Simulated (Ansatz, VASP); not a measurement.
Sb in VASP and in Ansatz

```
Sb
1.0
    -1.81465    1.81465    1.81465
     1.81465   -1.81465    1.81465
     1.81465    1.81465   -1.81465
Sb
1
Direct
  0.00000 0.00000 0.00000
```

Alike in both runs: task single point; functional PBEsol; k mesh 13 × 13 × 13; occupations fermi-dirac, width 0.1 eV; no spin polarisation.

|  | VASP | Ansatz |
| --- | --- | --- |
| version | VASP 6.6.1 | Ansatz 0.2.0 |
| potentials or method | VASP PAW PBE potentials, release 64 (Sb), cutoff 520 eV | plane waves (420 eV) with PAW, scalar-relativistic |
| valence electrons in the cell | 5 | 15 |

Ansatz gave:

| Property | Result |
| --- | --- |
| pressure (GPa) | 6.5 |

Problem. What did VASP give for the same quantities?

Solution. Pressure (GPa): 6.6.

VASP's potentials were made for PBE, not for PBEsol, and Ansatz warns of the same on its side. With one functional, cell and mesh, what is left measures potentials, basis and numerics. VASP's potentials hold 5 valence electrons a cell and Ansatz's 15, so a difference there can come from the potentials and not from the codes.

Spin-orbit coupling is off throughout.
